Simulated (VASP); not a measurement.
# HCl (Fm-3m) in VASP: single point with PBEsol

Aim: the single point of HCl with PBEsol.

Everything below comes from runs of VASP 6.6.1. Logs are shortened: lines on timing, memory, paths and dates and some standing lists are left out, and cuts for length are marked.

### Step 1. The cell of the first run

Symmetry: Fm-3m, No. 225, cubic system. The conventional cell has a = 5.913 Å, b = 5.913 Å, c = 5.913 Å, α = 90.00°, β = 90.00°, γ = 90.00°. H (site symmetry m-3m) has 6 Cl at 2.96 Å within 3.9 Å. Cl (site symmetry m-3m) has 6 H at 2.96 Å within 3.9 Å.

### Step 2. Single point, PBEsol (strain +0.080 along x and y, +0.080 along z)

Contents of INCAR:

```
SYSTEM = HCl
ALGO     = Normal         ! electronic algorithm
EDIFF    = 1E-6           ! SCF threshold, eV
ENCUT    = 520            ! plane-wave cutoff, eV
GGA      = PS             ! functional
ISIF     = 2              ! what is computed and relaxed
ISMEAR   = 0              ! smearing method
LASPH    = .TRUE.         ! aspherical terms in the spheres
LCHARG   = .FALSE.        ! write CHGCAR
LREAL    = .FALSE.        ! projectors in reciprocal space
LWAVE    = .FALSE.        ! write WAVECAR
NBANDS   = 11             ! bands
NELM     = 80             ! most SCF steps
PREC     = Accurate       ! precision mode
SIGMA    = 0.15           ! smearing width, eV
```

Contents of KPOINTS:

```
k-points
0
G
  16 16 16
  0 0 0
```

Contents of POSCAR:

```
HCl
1.0
    0.0000000000      2.9565000000      2.9565000000
    2.9565000000      0.0000000000      2.9565000000
    2.9565000000      2.9565000000      0.0000000000
H Cl
1 1
Direct
    0.0000000000      0.0000000000      0.0000000000
    0.5000000000      0.5000000000      0.5000000000
```

Potentials or basis: VASP PAW PBE potentials, release 64 (H, Cl).

Command:

```console
$ cat potpaw_PBE.64/H/POTCAR potpaw_PBE.64/Cl/POTCAR > POTCAR
$ mpirun -np 1 vasp_std > vasp.out
```

OUTCAR:

```text
SYSTEM = HCl
   EDIFF = 1E-6
   ENCUT = 520
   GGA = PS
   ISIF = 2
   ISMEAR = 0
   LASPH = .TRUE.
   LREAL = .FALSE.
   NELM = 80
   PREC = Accurate

 ion  position               nearest neighbor table
   1  0.000  0.000  0.000-
   2  0.500  0.500  0.500-

  LATTYP: Found a face centered cubic cell.
 ALAT       =     5.9130000000

  Lattice vectors:

 A1 = (   0.0000000000,   2.9565000000,   2.9565000000)
 A2 = (   2.9565000000,   0.0000000000,   2.9565000000)
 A3 = (   2.9565000000,   2.9565000000,   0.0000000000)

Analysis of symmetry for initial positions (statically):
=====================================================================
 Subroutine PRICEL returns:
 Original cell was already a primitive cell.

 Routine SETGRP: Setting up the symmetry group for a
 face centered cubic supercell.

 Subroutine GETGRP returns: Found 48 space group operations
 (whereof 48 operations were pure point group operations)
 out of a pool of 48 trial point group operations.

The static configuration has the point symmetry O_h .

Analysis of symmetry for dynamics (positions and initial velocities):
=====================================================================
 Subroutine PRICEL returns:
 Original cell was already a primitive cell.

 Routine SETGRP: Setting up the symmetry group for a
 face centered cubic supercell.

 Subroutine GETGRP returns: Found 48 space group operations
 (whereof 48 operations were pure point group operations)
 out of a pool of 48 trial point group operations.

The dynamic configuration has the point symmetry O_h .

 Subroutine INISYM returns: Found 48 space group operations
 (whereof 48 operations are pure point group operations),
 and found     1 'primitive' translations

----------------------------------------------------------------------------------------

                                     Primitive cell

  volume of cell :      51.6849

  direct lattice vectors                    reciprocal lattice vectors
     0.000000000  2.956500000  2.956500000    -0.169118891  0.169118891  0.169118891
     2.956500000  0.000000000  2.956500000     0.169118891 -0.169118891  0.169118891
     2.956500000  2.956500000  0.000000000     0.169118891  0.169118891 -0.169118891

  length of vectors
     4.181122397  4.181122397  4.181122397     0.292922511  0.292922511  0.292922511

  position of ions in fractional coordinates (direct lattice)
     0.000000000  0.000000000  0.000000000
     0.500000000  0.500000000  0.500000000

  ion indices of the primitive-cell ions
   primitive index   ion index
                 1           1
                 2           2

----------------------------------------------------------------------------------------

 KPOINTS: k-points

Automatic generation of k-mesh.
 Grid dimensions read from file:
 generate k-points for:   16   16   16

 Generating k-lattice:

  Cartesian coordinates                     Fractional coordinates (reciprocal lattice)
    -0.010569931  0.010569931  0.010569931     0.062500000  0.000000000  0.000000000
     0.010569931 -0.010569931  0.010569931     0.000000000  0.062500000  0.000000000
     0.010569931  0.010569931 -0.010569931     0.000000000  0.000000000  0.062500000

  Length of vectors
     0.018307657  0.018307657  0.018307657

  Shift w.r.t. Gamma in fractional coordinates (k-lattice)
     0.000000000  0.000000000  0.000000000

 Subroutine IBZKPT returns following result:
 ===========================================

 Found    145 irreducible k-points:

 Following reciprocal coordinates:
            Coordinates               Weight
  0.000000  0.000000  0.000000      1.000000
  0.062500  0.000000  0.000000      8.000000
  0.125000  0.000000  0.000000      8.000000
  0.187500  0.000000  0.000000      8.000000
  0.250000  0.000000  0.000000      8.000000
  0.312500  0.000000  0.000000      8.000000
[... 16 lines left out ...]
 -0.125000  0.062500  0.000000     24.000000
 -0.062500  0.062500  0.000000     12.000000
 [... further k-points ...]
   k-points           NKPTS =    145   k-points in BZ     NKDIM =    145   number of bands    NBANDS=     11
   number of dos      NEDOS =    301   number of ions     NIONS =      2
   total plane-waves  NPLWV =  32768
   dimension x,y,z NGX =    32 NGY =   32 NGZ =   32
   dimension x,y,z NGXF=    64 NGYF=   64 NGZF=   64
   ions per type =               1   1
   NGX,Y,Z   is equivalent  to a cutoff of  12.72, 12.72, 12.72 a.u.
   NGXF,Y,Z  is equivalent  to a cutoff of  25.45, 25.45, 25.45 a.u.
 SYSTEM =  HCl
   PREC   = accura    normal or accurate (medium, high low for compatibility)
   ISTART =      0    job   : 0-new  1-cont  2-samecut
   ICHARG =      2    charge: 1-file 2-atom 10-const
   ISPIN  =      1    spin polarized calculation?
   LNONCOLLINEAR =      F non collinear calculations
   LSORBIT =      F    spin-orbit coupling
   LASPH  =      T    aspherical Exc in radial PAW
   ENCUT  =  520.0 eV  38.22 Ry    6.18 a.u.   7.77  7.77  7.77*2*pi/ulx,y,z
   NELM   =     80;   NELMIN=  2; NELMDL= -5     # of ELM steps
   EDIFF  = 0.1E-05   stopping-criterion for ELM
   LREAL  =      F    real-space projection
   EDIFFG = 0.1E-04   stopping-criterion for IOM
   NSW    =      0    number of steps for IOM
   IBRION =     -1    ionic relax: 0-MD 1-quasi-New 2-CG
   NFREE  =      0    steps in history (QN), initial steepest desc. (CG)
   ISIF   =      2    stress and relaxation
   ISYM   =      2    0-nonsym 1-usesym 2-fastsym
   POTIM  = 0.5000    time-step for ionic-motion
   TEBEG  =    0.0;   TEEND  =   0.0 temperature during run
   PSTRESS=    0.0 pullay stress
   NELECT =       8.0000    total number of electrons
   NUPDOWN=      -1.0000    fix difference up-down
   EMIN   =  10.00;   EMAX   =-10.00  energy-range for DOS
   EFERMI =   0.00;   METHOD = LEGACY
   ISMEAR =     0;   SIGMA  =   0.15  broadening in eV -4-tet -1-fermi 0-gaus
   EFERMI_NEDOS =   21; number of points for ismear=-14 and -15
   IALGO  =     38    algorithm
   IMIX   =      4    mixing-type and parameters
     AMIX     =   0.40;   BMIX     =  1.00
     AMIX_MAG =   1.60;   BMIX_MAG =  1.00
  volume/ion in A,a.u.               =      25.84       174.39
  Fermi-wavevector in a.u.,A,eV,Ry     =   0.878989  1.661049 10.512164  0.772622
  Thomas-Fermi vector in A             =   1.999151
   LORBIT       =      0    0 simple, 1 ext, 2 COOP (PROOUT), +10 PAW based schemes
   GGA     = PS    functional components
   LHFCALC =     F    Hartree Fock is set to
   AEXX    =    0.0000 exact exchange contribution
   IVDW    =     0    specifies the selected vdW correction
   LEPSILON=     F    determine dielectric tensor
   LRPA    =     F    only Hartree local field effects (RPA)
 non-spin polarized calculation
 Gauss-broadening in eV      SIGMA  =   0.15
  energy-cutoff  :      520.00
  volume of cell :       51.68
 maximum number of plane-waves:      1411
   NGX = 15   NGY = 15   NGZ = 15

 number of electron       8.0000001 magnetization

 Free energy of the ion-electron system (eV)
  ---------------------------------------------------
  ext. energy  EPLUGINS =         0.00000000
  ---------------------------------------------------
  free energy    TOTEN  =        -2.40637947 eV

  energy without entropy =       -2.40334157  energy(sigma->0) =       -2.40486052

 E-fermi :  -3.3717     XC(G=0):  -6.9149

 val. band max:       -3.4829491197   @ k =   0.5000   0.5000   0.0000
 cond. band min:      -3.3439145435   @ k =   0.4375   0.4375   0.0000
 fundamental gap:      0.1390345762
 Fermi energy:        -3.3716885445

 k-point     1 :       0.0000    0.0000    0.0000
  band No.  band energies     occupation
      1     -16.1022      2.00000
      2      -3.6855      1.99691
      3      -3.5519      1.91074
      4      -3.5519      1.91074
      5      -3.5519      1.91074
      6       6.5464      0.00000
      7       8.8434      0.00000
      8       8.8434      0.00000
      9       8.8434      0.00000
     10      10.8655      0.00000
     11      10.8655      0.00000

 k-point     2 :       0.0625    0.0000    0.0000
  band No.  band energies     occupation
      1     -16.0956      2.00000
      2      -3.9990      2.00000
      3      -3.5564      1.91842
      4      -3.5564      1.91842
      5      -3.2450      0.23243
      6       6.4862      0.00000
      7       8.6361      0.00000
      8       8.8658      0.00000
      9       8.8658      0.00000
     10      10.4537      0.00000
     11      10.4537      0.00000

 k-point     3 :       0.1250    0.0000    0.0000
  band No.  band energies     occupation
      1     -16.0769      2.00000
      2      -4.3626      2.00000
      3      -3.5692      1.93738
      4      -3.5692      1.93738
      5      -2.9006      0.00001
      6       6.2758      0.00000
      7       8.3046      0.00000
      8       8.8562      0.00000
      9       8.8562      0.00000
     10      10.0419      0.00000
     11      10.0419      0.00000

 k-point     4 :       0.1875    0.0000    0.0000
  band No.  band energies     occupation
      1     -16.0487      2.00000
      2      -4.7056      2.00000
      3      -3.5880      1.95863
      4      -3.5880      1.95863
      5      -2.5862      0.00000
      6       5.8945      0.00000
      7       8.1687      0.00000
      8       8.6367      0.00000
      9       8.6367      0.00000
     10      10.0415      0.00000
     11      10.0415      0.00000
[... 239 lines left out ...]
 k-point    22 :      -0.1875    0.0625    0.0000
  band No.  band energies     occupation
      1     -16.0331      2.00000
      2      -4.8287      2.00000
      3      -3.6474      1.99067
      4      -3.5787      1.94898
      5      -2.4630      0.00000
      6       5.7475      0.00000
      7       7.8135      0.00000
      8       8.5573      0.00000
      9       8.8892      0.00000
     10       9.7077      0.00000
     11      10.6354      0.00000

 k-point    23 :      -0.1250    0.0625    0.0000
  band No.  band energies     occupation
      1     -16.0632      2.00000
      2      -4.5255      2.00000
      3      -3.6167      1.97911
      4      -3.5624      1.92776
      5      -2.7357      0.00000
      6       6.1360      0.00000
      7       8.0045      0.00000
      8       8.9279      0.00000
      9       8.9553      0.00000
     10       9.4560      0.00000
     11      10.5290      0.00000

 k-point    24 :      -0.0625    0.0625    0.0000
  band No.  band energies     occupation
      1     -16.0851      2.00000
      2      -4.2220      2.00000
      3      -3.5845      1.95517
      4      -3.5545      1.91519
      5      -3.0229      0.00101
      6       6.3829      0.00000
      7       8.3603      0.00000
      8       8.8724      0.00000
      9       8.9594      0.00000
     10       9.8164      0.00000
     11      10.6106      0.00000

 [... further k-points ...]
[... 5 lines left out ...]
  --------------------------------------------------------------------------------------
  -------------------------------------------------------------------------------------
  Total       -2.6102916     -2.6102916     -2.6102916      0.0000000      0.0000000      0.0000000
  in kB      -80.9162915    -80.9162915    -80.9162915      0.0000000      0.0000000      0.0000000
  external PRESSURE =     -80.9162915 kB  Pullay stress =       0.0000000 kB

 VOLUME and BASIS-vectors are now :
 -----------------------------------------------------------------------------
  energy-cutoff  :      520.00
  volume of cell :       51.68
      direct lattice vectors                 reciprocal lattice vectors
     0.000000000  2.956500000  2.956500000    -0.169118891  0.169118891  0.169118891
     2.956500000  0.000000000  2.956500000     0.169118891 -0.169118891  0.169118891
     2.956500000  2.956500000  0.000000000     0.169118891  0.169118891 -0.169118891

 POSITION                                       TOTAL-FORCE (eV/Angst)
 -----------------------------------------------------------------------------------
      0.00000      0.00000      0.00000         0.000000     -0.000000      0.000000
      2.95650      2.95650      2.95650        -0.000000      0.000000     -0.000000
 -----------------------------------------------------------------------------------
    total drift:                               -0.000000     -0.000000      0.000000

  FREE ENERGIE OF THE ION-ELECTRON SYSTEM (eV)
  ---------------------------------------------------
  free  energy   TOTEN  =        -2.4063794721 eV

  energy  without entropy=       -2.4033415737  energy(sigma->0) =       -2.40486052
```

Wall time 33 s (1 thread of Intel Xeon Platinum 8488C (Sapphire Rapids), shared host); peak memory 0.21 GiB.

What came out:

* Free energy: -2.4064 eV
* Pressure: -8.1 GPa
* Band gap on the k mesh: zero (filled and empty bands touch)

Caveat: the cell differs from its parent crystal (strain +0.080 along x and y, +0.080 along z); the PAW data sets were made with another functional, which shifts forces and pressure a little.
